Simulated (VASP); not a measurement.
# Ir12S in VASP: single point with PBE+D3(BJ)

Aim: the single point of Ir12S with PBE+D3(BJ).

All numbers are computed with VASP 6.6.1; they aren't measurements. Logs are shortened: lines on timing, memory, paths and dates and some standing lists are left out, and cuts for length are marked.

## 1. The cell of the first run

The cell holds a slab with vacuum, 13 atoms: a = 5.431 Å, b = 5.431 Å, c = 21.001 Å, α = 90.00°, β = 90.00°, γ = 90.00°.

## 2. Single point, PBE+D3(BJ)

INCAR

```
PREC     = Accurate       # precision mode
ENCUT    = 520            # plane-wave cutoff, eV
EDIFF    = 1E-6           # SCF threshold, eV
ISMEAR   = 0              # smearing method
SIGMA    = 0.1            # smearing width, eV
LREAL    = F              # projectors in reciprocal space
LASPH    = T              # aspherical terms in the spheres
NELM     = 80             # most SCF steps
ALGO     = Normal         # electronic algorithm
ISIF     = 2              # what is computed and relaxed
LWAVE    = F              # write WAVECAR
LCHARG   = F              # write CHGCAR
LDIPOL   = T            
IDIPOL   = 3            
DIPOL    = 0.5 0.5 0.297
GGA      = PE             # functional
IVDW     = 12             # dispersion correction
NBANDS   = 69             # bands
```

KPOINTS

```
Automatic mesh
0
Gamma
  5 5 1
```

POSCAR

```
Ir12S
1.0
    5.4309029918      0.0000000000      0.0000000000
    0.0000000000      5.4309029918      0.0000000000
    0.0000000000      0.0000000000     21.0013955423
Ir S
12 1
Direct
    0.2500000000      0.2500000000      0.1904635333
    0.2500000000      0.7500000000      0.1904635333
    0.7500000000      0.2500000000      0.1904635333
    0.7500000000      0.7500000000      0.1904635333
    0.0000000000      0.0000000000      0.2785823619
    0.0000000000      0.5000000000      0.2785823619
    0.5000000000      0.0000000000      0.2785823619
    0.5000000000      0.5000000000      0.2785823619
    0.2500000000      0.2500000000      0.3667087517
    0.2500000000      0.7500000000      0.3667087517
    0.7500000000      0.2500000000      0.3667087517
    0.7500000000      0.7500000000      0.3667087517
    0.2500000000      0.3333333333      0.5238411667
```

Potentials or basis: VASP PAW PBE potentials, release 64 (Ir, S).

Run with:

```bash
$ cat potpaw_PBE.64/Ir/POTCAR potpaw_PBE.64/S/POTCAR > POTCAR
$ mpirun -np 1 vasp_std > vasp.out
```

OUTCAR:

```text
PREC = Accurate
   ENCUT = 520
   EDIFF = 1E-6
   ISMEAR = 0
   LREAL = F
   LASPH = T
   NELM = 80
   ISIF = 2
   GGA = PE
   IVDW = 12
 IVDW          = 12

 ion  position               nearest neighbor table
   1  0.250  0.250  0.190-   5 2.67   6 2.67   7 2.67   8 2.67   2 2.72   3 2.72   2 2.72   3 2.72

   2  0.250  0.750  0.190-   5 2.67   6 2.67   7 2.67   8 2.67   1 2.72   4 2.72   1 2.72   4 2.72

   3  0.750  0.250  0.190-   5 2.67   6 2.67   7 2.67   8 2.67   1 2.72   4 2.72   4 2.72   1 2.72
[... 15 lines left out ...]
  11  0.750  0.250  0.367-   5 2.67   6 2.67   7 2.67   8 2.67   9 2.72  12 2.72  12 2.72   9 2.72

  12  0.750  0.750  0.367-   5 2.67   6 2.67   7 2.67   8 2.67  10 2.72  11 2.72  11 2.72  10 2.72

  13  0.250  0.333  0.524-

  LATTYP: Found a simple tetragonal cell.
 ALAT       =     5.4309029918
 C/A-ratio  =     3.8670172481

  Lattice vectors:

 A1 = (   5.4309029918,   0.0000000000,   0.0000000000)
 A2 = (   0.0000000000,   5.4309029918,   0.0000000000)
 A3 = (   0.0000000000,   0.0000000000,  21.0013955423)

Analysis of symmetry for initial positions (statically):
=====================================================================
 Subroutine PRICEL returns:
 Original cell was already a primitive cell.

 Routine SETGRP: Setting up the symmetry group for a
 simple tetragonal supercell.

 Subroutine GETGRP returns: Found  2 space group operations
 (whereof  1 operations were pure point group operations)
 out of a pool of 16 trial point group operations.

The static configuration has the point symmetry C_1 .
 The point group associated with its full space group is C_1h.

Analysis of symmetry for dynamics (positions and initial velocities):
=====================================================================
 Subroutine PRICEL returns:
 Original cell was already a primitive cell.

 Routine SETGRP: Setting up the symmetry group for a
 simple tetragonal supercell.

 Subroutine GETGRP returns: Found  2 space group operations
 (whereof  1 operations were pure point group operations)
 out of a pool of 16 trial point group operations.

The dynamic configuration has the point symmetry C_1 .
 The point group associated with its full space group is C_1h.

 Subroutine INISYM returns: Found  2 space group operations
 (whereof  1 operations are pure point group operations),
 and found     1 'primitive' translations

----------------------------------------------------------------------------------------

                                     Primitive cell

  volume of cell :     619.4300

  direct lattice vectors                    reciprocal lattice vectors
     5.430902992  0.000000000  0.000000000     0.184131442  0.000000000  0.000000000
     0.000000000  5.430902992  0.000000000     0.000000000  0.184131442  0.000000000
     0.000000000  0.000000000 21.001395542     0.000000000  0.000000000  0.047615883

  length of vectors
     5.430902992  5.430902992 21.001395542     0.184131442  0.184131442  0.047615883

  position of ions in fractional coordinates (direct lattice)
     0.250000000  0.250000000  0.190463533
     0.250000000  0.750000000  0.190463533
     0.750000000  0.250000000  0.190463533
     0.750000000  0.750000000  0.190463533
     0.000000000  0.000000000  0.278582362
     0.000000000  0.500000000  0.278582362
     0.500000000  0.000000000  0.278582362
     0.500000000  0.500000000  0.278582362
     0.250000000  0.250000000  0.366708752
     0.250000000  0.750000000  0.366708752
     0.750000000  0.250000000  0.366708752
     0.750000000  0.750000000  0.366708752
     0.250000000  0.333333333  0.523841167

  ion indices of the primitive-cell ions
   primitive index   ion index
                 1           1
                 2           2
                 3           3
                 4           4
                 5           5
                 6           6
                 7           7
                 8           8
                 9           9
                10          10
                11          11
                12          12
                13          13

----------------------------------------------------------------------------------------

 KPOINTS: Automatic mesh

Automatic generation of k-mesh.
 Grid dimensions read from file:
 generate k-points for:    5    5    1

 Generating k-lattice:

  Cartesian coordinates                     Fractional coordinates (reciprocal lattice)
     0.036826288  0.000000000  0.000000000     0.200000000  0.000000000  0.000000000
     0.000000000  0.036826288  0.000000000     0.000000000  0.200000000  0.000000000
     0.000000000  0.000000000  0.047615883     0.000000000  0.000000000  1.000000000

  Length of vectors
     0.036826288  0.036826288  0.047615883

  Shift w.r.t. Gamma in fractional coordinates (k-lattice)
     0.000000000  0.000000000  0.000000000

 Subroutine IBZKPT returns following result:
 ===========================================

 Found      9 irreducible k-points:

 Following reciprocal coordinates:
            Coordinates               Weight
  0.000000  0.000000  0.000000      1.000000
  0.200000  0.000000  0.000000      2.000000
  0.000000  0.200000  0.000000      2.000000
  0.400000  0.000000  0.000000      2.000000
  0.000000  0.400000  0.000000      2.000000
  0.200000  0.200000  0.000000      4.000000
  0.400000  0.200000  0.000000      4.000000
 -0.200000  0.400000  0.000000      4.000000
  0.400000  0.400000  0.000000      4.000000
   k-points           NKPTS =      9   k-points in BZ     NKDIM =      9   number of bands    NBANDS=     69
   number of dos      NEDOS =    301   number of ions     NIONS =     13
   total plane-waves  NPLWV = 256000
   dimension x,y,z NGX =    40 NGY =   40 NGZ =  160
   dimension x,y,z NGXF=    80 NGYF=   80 NGZF=  320
   ions per type =              12   1
   NGX,Y,Z   is equivalent  to a cutoff of  12.24, 12.24, 12.67 a.u.
   NGXF,Y,Z  is equivalent  to a cutoff of  24.49, 24.49, 25.33 a.u.
 SYSTEM =  unknown system
   PREC   = accura    normal or accurate (medium, high low for compatibility)
   ISTART =      0    job   : 0-new  1-cont  2-samecut
   ICHARG =      2    charge: 1-file 2-atom 10-const
   ISPIN  =      1    spin polarized calculation?
   LNONCOLLINEAR =      F non collinear calculations
   LSORBIT =      F    spin-orbit coupling
   LASPH  =      T    aspherical Exc in radial PAW
   ENCUT  =  520.0 eV  38.22 Ry    6.18 a.u.  10.10 10.10 39.05*2*pi/ulx,y,z
   NELM   =     80;   NELMIN=  2; NELMDL= -5     # of ELM steps
   EDIFF  = 0.1E-05   stopping-criterion for ELM
   LREAL  =      F    real-space projection
   EDIFFG = 0.1E-04   stopping-criterion for IOM
   NSW    =      0    number of steps for IOM
   IBRION =     -1    ionic relax: 0-MD 1-quasi-New 2-CG
   NFREE  =      0    steps in history (QN), initial steepest desc. (CG)
   ISIF   =      2    stress and relaxation
   ISYM   =      2    0-nonsym 1-usesym 2-fastsym
   POTIM  = 0.5000    time-step for ionic-motion
   TEBEG  =    0.0;   TEEND  =   0.0 temperature during run
   PSTRESS=    0.0 pullay stress
   NELECT =     114.0000    total number of electrons
   NUPDOWN=      -1.0000    fix difference up-down
   EMIN   =  10.00;   EMAX   =-10.00  energy-range for DOS
   EFERMI =   0.00;   METHOD = LEGACY
   ISMEAR =     0;   SIGMA  =   0.10  broadening in eV -4-tet -1-fermi 0-gaus
   EFERMI_NEDOS =   21; number of points for ismear=-14 and -15
   IALGO  =     38    algorithm
   IMIX   =      4    mixing-type and parameters
     AMIX     =   0.40;   BMIX     =  1.00
     AMIX_MAG =   1.60;   BMIX_MAG =  1.00
  volume/ion in A,a.u.               =      47.65       321.55
  Fermi-wavevector in a.u.,A,eV,Ry     =   0.931206  1.759724 11.798215  0.867144
  Thomas-Fermi vector in A             =   2.057675
   LORBIT       =      0    0 simple, 1 ext, 2 COOP (PROOUT), +10 PAW based schemes
   GGA     = PE    functional components
   LHFCALC =     F    Hartree Fock is set to
   AEXX    =    0.0000 exact exchange contribution
   IVDW    =    12    specifies the selected vdW correction
   LEPSILON=     F    determine dielectric tensor
   LRPA    =     F    only Hartree local field effects (RPA)
 non-spin polarized calculation
 Gauss-broadening in eV      SIGMA  =   0.10
  energy-cutoff  :      520.00
  volume of cell :      619.43
 maximum number of plane-waves:     16712
   NGX = 21   NGY = 21   NGZ = 79

 dipolmoment           0.000000      0.000000     -0.183294 electrons x Angstroem

 number of electron     113.9999982 magnetization

 dipolmoment           0.000000      0.000000      0.229080 electrons x Angstroem

 Free energy of the ion-electron system (eV)
  ---------------------------------------------------
  ext. energy  EPLUGINS =         0.00000000
  ---------------------------------------------------
  free energy    TOTEN  =       -97.45671222 eV

  energy without entropy =      -97.36288211  energy(sigma->0) =      -97.40979717

 E-fermi :  -1.2183     XC(G=0):  -5.3188

 val. band max:       -1.2255815449   @ k =   0.2000   0.0000   0.0000
 cond. band min:      -1.2052934071   @ k =   0.0000   0.0000   0.0000
 fundamental gap:      0.0202881378
 Fermi energy:        -1.2182908396

 k-point     1 :       0.0000    0.0000    0.0000
  band No.  band energies     occupation
      1     -11.6167      2.00000
      2     -11.1044      2.00000
      3      -8.6126      2.00000
      4      -8.6124      2.00000
      5      -8.5494      2.00000
      6      -8.3865      2.00000
[... 637 lines left out ...]
     68      -0.2275      0.00000
     69      -0.2186      0.00000

------------------------ aborting loop because EDIFF is reached ----------------------------------------

 vacuum level on the upper side and lower side of the slab       (xc-potential included)         0.501        -0.862

 Edisp (eV)   -5.61450

 E8    (eV) :    -2.7297

  FORCE on cell =-STRESS in cart. coord.  units (eV):
  Direction    XX          YY          ZZ          XY          YZ          ZX
  --------------------------------------------------------------------------------------
  -------------------------------------------------------------------------------------
  Total     -10.83680   -10.93812    -7.27986     0.00000    -0.11475     0.00000
  in kB     -28.02976   -28.29183   -18.82961     0.00000    -0.29680     0.00000
  external pressure =      -25.05 kB  Pullay stress =        0.00 kB

 VOLUME and BASIS-vectors are now :
 -----------------------------------------------------------------------------
  energy-cutoff  :      520.00
  volume of cell :      619.43
      direct lattice vectors                 reciprocal lattice vectors
     5.430902992  0.000000000  0.000000000     0.184131442  0.000000000  0.000000000
     0.000000000  5.430902992  0.000000000     0.000000000  0.184131442  0.000000000
     0.000000000  0.000000000 21.001395542     0.000000000  0.000000000  0.047615883

 POSITION                                       TOTAL-FORCE (eV/Angst)
 -----------------------------------------------------------------------------------
      1.35773      1.35773      4.00000         0.000000     -0.015451      0.071503
      1.35773      4.07318      4.00000         0.000000      0.010727     -0.023553
      4.07318      1.35773      4.00000         0.000000     -0.002372     -0.047229
      4.07318      4.07318      4.00000         0.000000     -0.026514     -0.140967
      0.00000      0.00000      5.85062         0.085828      0.076058      0.095475
      0.00000      2.71545      5.85062         0.069312     -0.057280     -0.024044
      2.71545      0.00000      5.85062        -0.085828      0.076058      0.095475
      2.71545      2.71545      5.85062        -0.069312     -0.057280     -0.024044
      1.35773      1.35773      7.70140         0.000000      0.106874      1.565233
      1.35773      4.07318      7.70140         0.000000     -0.062401      0.343255
      4.07318      1.35773      7.70140         0.000000      0.001138      0.240985
      4.07318      4.07318      7.70140         0.000000      0.002180      0.088843
      1.35773      1.81030     11.00140         0.000000     -0.051737     -2.240931
 -----------------------------------------------------------------------------------
    total drift:                                0.000000     -0.000175     -0.000121

  FREE ENERGIE OF THE ION-ELECTRON SYSTEM (eV)
  ---------------------------------------------------
  free  energy   TOTEN  =      -103.0712137665 eV

  energy  without entropy=     -102.9773836575  energy(sigma->0) =     -103.02429871

 vacuum level on the upper side and lower side of the slab         5.331         3.940
```

Run time: 14 min. Hardware: 1 thread of Intel Xeon 6975P-C (Granite Rapids), shared host; peak memory 0.69 GiB.

Results:

| Property | Result |
| --- | --- |
| Free energy | -103.0712 eV |
| Largest force | 2.242 eV/Å |
| Band gap on the k mesh | zero (bands 57 and 58 overlap by 1.06 eV) |
| Dispersion energy per atom | -0.432 eV |

Forces in eV/Å, atoms in the order of the input:
```
Ir   0.000 -0.015  0.072
Ir   0.000  0.011 -0.024
Ir   0.000 -0.002 -0.047
Ir   0.000 -0.027 -0.141
Ir   0.086  0.076  0.095
Ir   0.069 -0.057 -0.024
Ir  -0.086  0.076  0.095
Ir  -0.069 -0.057 -0.024
Ir   0.000  0.107  1.565
Ir   0.000 -0.062  0.343
Ir   0.000  0.001  0.241
Ir   0.000  0.002  0.089
S    0.000 -0.052 -2.241
```

Caveat: spin-orbit coupling is left out, which moves the levels of the heavy elements.

The gap in the log of VASP goes by the Fermi energy; the results here count the filled bands.